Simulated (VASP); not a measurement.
# Ga2P (I4/mmm) in VASP: single point with PBE

Aim: the single point of Ga2P with PBE.

Program: VASP 6.6.1. These are calculated values, not measurements. Logs are shortened: lines on timing, memory, paths and dates and some standing lists are left out, and cuts for length are marked.

## 1. The cell of the first run

The structure is tetragonal, space group I4/mmm (No. 139). Conventional cell: a = 3.279 Å, b = 3.279 Å, c = 10.669 Å, α = 90.00°, β = 90.00°, γ = 90.00°. Ga (site symmetry 4mm) has 5 P at 2.88 to 3.63 Å and 9 Ga at 3.01 to 3.41 Å within 3.8 Å. Within 3.8 Å of P (site symmetry 4/mmm) lie 10 Ga at 2.88 to 3.63 Å and 4 P at 3.28 Å.

## 2. Single point, PBE

INCAR

```
  ALGO = Normal
  EDIFF = 1E-6
  ENCUT = 500
  GGA = PE
  GGA_COMPAT = F
  ISIF = 2
  ISMEAR = 0
  LASPH = T
  LCHARG = T
  LELF = T
  LREAL = F
  LVHAR = T
  LWAVE = F
  NBANDS = 22
  NELM = 120
  PREC = Accurate
  SIGMA = 0.1
```

KPOINTS

```
k-points
0
Gamma
  8 8 8
```

POSCAR

```
Ga2P
1.0
   -1.6395556318      1.6395556318      5.3346577093
    1.6395556318     -1.6395556318      5.3346577093
    1.6395556318      1.6395556318     -5.3346577093
Ga P
2 1
Direct
    0.3400000000      0.3400000000      0.0000000000
    0.6600000000      0.6600000000      0.0000000000
    0.0000000000      0.0000000000      0.0000000000
```

Potentials or basis: VASP PAW PBE potentials, release 64 (Ga_d, P).

Command:

```sh
$ cat potpaw_PBE.64/Ga_d/POTCAR potpaw_PBE.64/P/POTCAR > POTCAR
$ mpirun -np 1 vasp_std > vasp.out
```

OUTCAR:

```text
EDIFF = 1E-6
   ENCUT = 500
   GGA = PE
   ISIF = 2
   ISMEAR = 0
   LASPH = T
   LREAL = F
   NELM = 120
   PREC = Accurate

 ion  position               nearest neighbor table
   1  0.340  0.340  0.000-   3 2.88   3 2.88   3 2.88   3 2.88
   2  0.660  0.660  0.000-   3 2.88   3 2.88   3 2.88   3 2.88
   3  0.000  0.000  0.000-   2 2.88   2 2.88   2 2.88   1 2.88   2 2.88   1 2.88   1 2.88   1 2.88

  LATTYP: Found a body centered tetragonal cell.
 ALAT       =     3.2791112636
 C/A-ratio  =     3.2537216828

  Lattice vectors:

 A1 = (  -1.6395556318,   1.6395556318,   5.3346577093)
 A2 = (   1.6395556318,  -1.6395556318,   5.3346577093)
 A3 = (   1.6395556318,   1.6395556318,  -5.3346577093)

Analysis of symmetry for initial positions (statically):
=====================================================================
 Subroutine PRICEL returns:
 Original cell was already a primitive cell.

 Routine SETGRP: Setting up the symmetry group for a
 body centered tetragonal supercell.

 Subroutine GETGRP returns: Found 16 space group operations
 (whereof 16 operations were pure point group operations)
 out of a pool of 16 trial point group operations.

The static configuration has the point symmetry D_4h.

Analysis of symmetry for dynamics (positions and initial velocities):
=====================================================================
 Subroutine PRICEL returns:
 Original cell was already a primitive cell.

 Routine SETGRP: Setting up the symmetry group for a
 body centered tetragonal supercell.

 Subroutine GETGRP returns: Found 16 space group operations
 (whereof 16 operations were pure point group operations)
 out of a pool of 16 trial point group operations.

The dynamic configuration has the point symmetry D_4h.

 Subroutine INISYM returns: Found 16 space group operations
 (whereof 16 operations are pure point group operations),
 and found     1 'primitive' translations

----------------------------------------------------------------------------------------

                                     Primitive cell

  volume of cell :      57.3613

  direct lattice vectors                    reciprocal lattice vectors
    -1.639555632  1.639555632  5.334657709     0.000000000  0.304960680  0.093726726
     1.639555632 -1.639555632  5.334657709     0.304960680  0.000000000  0.093726726
     1.639555632  1.639555632 -5.334657709     0.304960680  0.304960680  0.000000000

  length of vectors
     5.816773867  5.816773867  5.816773867     0.319038736  0.319038736  0.431279529

  position of ions in fractional coordinates (direct lattice)
     0.340000000  0.340000000  0.000000000
     0.660000000  0.660000000  0.000000000
     0.000000000  0.000000000  0.000000000

  ion indices of the primitive-cell ions
   primitive index   ion index
                 1           1
                 2           2
                 3           3

----------------------------------------------------------------------------------------

 KPOINTS: k-points

Automatic generation of k-mesh.
 Grid dimensions read from file:
 generate k-points for:    8    8    8

 Generating k-lattice:

  Cartesian coordinates                     Fractional coordinates (reciprocal lattice)
     0.000000000  0.038120085  0.011715841     0.125000000 -0.000000000  0.000000000
     0.038120085  0.000000000  0.011715841    -0.000000000  0.125000000  0.000000000
     0.038120085  0.038120085  0.000000000     0.000000000  0.000000000  0.125000000

  Length of vectors
     0.039879842  0.039879842  0.053909941

  Shift w.r.t. Gamma in fractional coordinates (k-lattice)
     0.000000000  0.000000000  0.000000000

 Subroutine IBZKPT returns following result:
 ===========================================

 Found     59 irreducible k-points:

 Following reciprocal coordinates:
            Coordinates               Weight
  0.000000  0.000000  0.000000      1.000000
  0.125000  0.000000  0.000000      8.000000
  0.250000  0.000000  0.000000      8.000000
  0.375000 -0.000000  0.000000      8.000000
  0.500000  0.000000  0.000000      4.000000
  0.125000  0.125000  0.000000      8.000000
[... 16 lines left out ...]
  0.250000  0.125000  0.125000     16.000000
  0.375000  0.125000  0.125000      8.000000
 [... further k-points ...]
   k-points           NKPTS =     59   k-points in BZ     NKDIM =     59   number of bands    NBANDS=     22
   number of dos      NEDOS =    301   number of ions     NIONS =      3
   total plane-waves  NPLWV =  74088
   dimension x,y,z NGX =    42 NGY =   42 NGZ =   42
   dimension x,y,z NGXF=    84 NGYF=   84 NGZF=   84
   ions per type =               2   1
   NGX,Y,Z   is equivalent  to a cutoff of  12.00, 12.00, 12.00 a.u.
   NGXF,Y,Z  is equivalent  to a cutoff of  24.01, 24.01, 24.01 a.u.
 SYSTEM =  unknown system
   PREC   = accura    normal or accurate (medium, high low for compatibility)
   ISTART =      0    job   : 0-new  1-cont  2-samecut
   ICHARG =      2    charge: 1-file 2-atom 10-const
   ISPIN  =      1    spin polarized calculation?
   LNONCOLLINEAR =      F non collinear calculations
   LSORBIT =      F    spin-orbit coupling
   LASPH  =      T    aspherical Exc in radial PAW
   ENCUT  =  500.0 eV  36.75 Ry    6.06 a.u.  10.61 10.61 10.61*2*pi/ulx,y,z
   NELM   =    120;   NELMIN=  2; NELMDL= -5     # of ELM steps
   EDIFF  = 0.1E-05   stopping-criterion for ELM
   LREAL  =      F    real-space projection
   EDIFFG = 0.1E-04   stopping-criterion for IOM
   NSW    =      0    number of steps for IOM
   IBRION =     -1    ionic relax: 0-MD 1-quasi-New 2-CG
   NFREE  =      0    steps in history (QN), initial steepest desc. (CG)
   ISIF   =      2    stress and relaxation
   ISYM   =      2    0-nonsym 1-usesym 2-fastsym
   POTIM  = 0.5000    time-step for ionic-motion
   TEBEG  =    0.0;   TEEND  =   0.0 temperature during run
   PSTRESS=    0.0 pullay stress
   NELECT =      31.0000    total number of electrons
   NUPDOWN=      -1.0000    fix difference up-down
   EMIN   =  10.00;   EMAX   =-10.00  energy-range for DOS
   EFERMI =   0.00;   METHOD = LEGACY
   ISMEAR =     0;   SIGMA  =   0.10  broadening in eV -4-tet -1-fermi 0-gaus
   EFERMI_NEDOS =   21; number of points for ismear=-14 and -15
   IALGO  =     38    algorithm
   IMIX   =      4    mixing-type and parameters
     AMIX     =   0.40;   BMIX     =  1.00
     AMIX_MAG =   1.60;   BMIX_MAG =  1.00
  volume/ion in A,a.u.               =      19.12       129.03
  Fermi-wavevector in a.u.,A,eV,Ry     =   1.333488  2.519927 24.193747  1.778190
  Thomas-Fermi vector in A             =   2.462342
   LORBIT       =      0    0 simple, 1 ext, 2 COOP (PROOUT), +10 PAW based schemes
   GGA     = PE    functional components
   LHFCALC =     F    Hartree Fock is set to
   AEXX    =    0.0000 exact exchange contribution
   IVDW    =     0    specifies the selected vdW correction
   LEPSILON=     F    determine dielectric tensor
   LRPA    =     F    only Hartree local field effects (RPA)
 non-spin polarized calculation
 Gauss-broadening in eV      SIGMA  =   0.10
  energy-cutoff  :      500.00
  volume of cell :       57.36
 maximum number of plane-waves:      1480
   NGX = 21   NGY = 21   NGZ = 21

 number of electron      31.0000012 magnetization

 Free energy of the ion-electron system (eV)
  ---------------------------------------------------
  ext. energy  EPLUGINS =         0.00000000
  ---------------------------------------------------
  free energy    TOTEN  =       -10.55033912 eV

  energy without entropy =      -10.54428083  energy(sigma->0) =      -10.54730998

 E-fermi :   5.5674     XC(G=0): -10.7069

 val. band max:        5.5084245610   @ k =   0.5000   0.5000   0.2500
 cond. band min:       5.5856360900   @ k =  -0.2500  -0.3750   0.1250
 fundamental gap:      0.0772115289
 Fermi energy:         5.5674426970

 k-point     1 :       0.0000    0.0000    0.0000
  band No.  band energies     occupation
      1      -9.2304      2.00000
      2      -9.1728      2.00000
      3      -9.1415      2.00000
      4      -9.1375      2.00000
      5      -9.1375      2.00000
      6      -9.1069      2.00000
[... 14 lines left out ...]
     21      13.4674      0.00000
     22      15.1035      0.00000

 k-point     2 :       0.1250    0.0000    0.0000
  band No.  band energies     occupation
      1      -9.2198      2.00000
      2      -9.1634      2.00000
      3      -9.1400      2.00000
      4      -9.1391      2.00000
      5      -9.1365      2.00000
      6      -9.1184      2.00000
[... 14 lines left out ...]
     21      14.0251      0.00000
     22      14.9195      0.00000

 k-point     3 :       0.2500    0.0000    0.0000
  band No.  band energies     occupation
      1      -9.2041      2.00000
      2      -9.1524      2.00000
      3      -9.1455      2.00000
      4      -9.1392      2.00000
      5      -9.1357      2.00000
      6      -9.1292      2.00000
[... 14 lines left out ...]
     21      13.4000      0.00000
     22      13.7411      0.00000

 k-point     4 :       0.3750   -0.0000    0.0000
  band No.  band energies     occupation
      1      -9.2020      2.00000
      2      -9.1696      2.00000
      3      -9.1572      2.00000
      4      -9.1531      2.00000
      5      -9.1339      2.00000
      6      -9.1125      2.00000
[... 14 lines left out ...]
     21      12.6705      0.00000
     22      12.9896      0.00000

 k-point     5 :       0.5000    0.0000    0.0000
  band No.  band energies     occupation
      1      -9.2070      2.00000
      2      -9.1756      2.00000
      3      -9.1620      2.00000
      4      -9.1589      2.00000
      5      -9.1249      2.00000
      6      -9.1242      2.00000
[... 417 lines left out ...]
 k-point    22 :       0.1250    0.1250    0.1250
  band No.  band energies     occupation
      1      -9.2024      2.00000
      2      -9.1867      2.00000
      3      -9.1508      2.00000
      4      -9.1199      2.00000
      5      -9.1143      2.00000
      6      -9.0984      2.00000
[... 14 lines left out ...]
     21      12.7305      0.00000
     22      13.8249      0.00000

 k-point    23 :       0.2500    0.1250    0.1250
  band No.  band energies     occupation
      1      -9.2211      2.00000
      2      -9.1980      2.00000
      3      -9.1608      2.00000
      4      -9.1331      2.00000
      5      -9.1066      2.00000
      6      -9.0879      2.00000
[... 14 lines left out ...]
     21      11.9732      0.00000
     22      13.1376      0.00000

 k-point    24 :       0.3750    0.1250    0.1250
  band No.  band energies     occupation
      1      -9.2254      2.00000
      2      -9.2062      2.00000
      3      -9.1581      2.00000
      4      -9.1530      2.00000
      5      -9.1038      2.00000
      6      -9.0864      2.00000
[... 14 lines left out ...]
     21      11.8079      0.00000
     22      13.0113      0.00000

 [... further k-points ...]

------------------------ aborting loop because EDIFF is reached ----------------------------------------

  FORCE on cell =-STRESS in cart. coord.  units (eV):
  Direction    XX          YY          ZZ          XY          YZ          ZX
  --------------------------------------------------------------------------------------
  -------------------------------------------------------------------------------------
  Total       -1.8301374     -1.8301374     -0.5431838      0.0000000      0.0000000     -0.0000000
  in kB      -51.1181845    -51.1181845    -15.1718502      0.0000000      0.0000000     -0.0000000
  external PRESSURE =     -39.1360731 kB  Pullay stress =       0.0000000 kB

 VOLUME and BASIS-vectors are now :
 -----------------------------------------------------------------------------
  energy-cutoff  :      500.00
  volume of cell :       57.36
      direct lattice vectors                 reciprocal lattice vectors
    -1.639555632  1.639555632  5.334657709     0.000000000  0.304960680  0.093726726
     1.639555632 -1.639555632  5.334657709     0.304960680  0.000000000  0.093726726
     1.639555632  1.639555632 -5.334657709     0.304960680  0.304960680  0.000000000

 POSITION                                       TOTAL-FORCE (eV/Angst)
 -----------------------------------------------------------------------------------
      0.00000      0.00000      3.62757         0.000000      0.000000      0.455130
      0.00000      0.00000      7.04175        -0.000000     -0.000000     -0.455130
      0.00000      0.00000      0.00000         0.000000      0.000000      0.000000
 -----------------------------------------------------------------------------------
    total drift:                                0.000000      0.000000     -0.000000

  FREE ENERGIE OF THE ION-ELECTRON SYSTEM (eV)
  ---------------------------------------------------
  free  energy   TOTEN  =       -10.5503391249 eV

  energy  without entropy=      -10.5442808280  energy(sigma->0) =      -10.54730998
```

Run time: 69 s. Hardware: 1 thread of Intel Xeon 6975P-C (Granite Rapids), shared host; peak memory 0.28 GiB.

Results:

```yaml
Free_energy: -10.5503 eV
Pressure: -3.9 GPa
Largest_force: 0.455 eV/Å
Band_gap_on_the_k_mesh: zero (an odd number of electrons rules out a gap without spin polarisation)
```

Forces on the atoms (eV/Å):
```
Ga   0.000  0.000  0.455
Ga   0.000  0.000 -0.455
P    0.000  0.000  0.000
```

Levels at points of the mesh, in eV from the Fermi level:
```tsv
k point	band 12	band 13	band 14	band 15	band 16	band 17	band 18	band 19
(0.00, 0.00, 0.00)	-6.85	-6.10	0.36	0.36	2.12	2.99	3.95	3.95
(0.50, 0.00, 0.00)	-7.37	-5.20	-4.44	-0.61	0.45	1.60	5.06	5.84
(0.50, 0.50, 0.00)	-4.45	-3.83	-3.78	-2.79	-1.67	-0.54	1.19	1.24
(0.50, 0.50, 0.50)	-9.30	-1.29	-0.98	0.06	0.06	4.58	5.18	5.98
```

Caveat: the cell stands under tension.
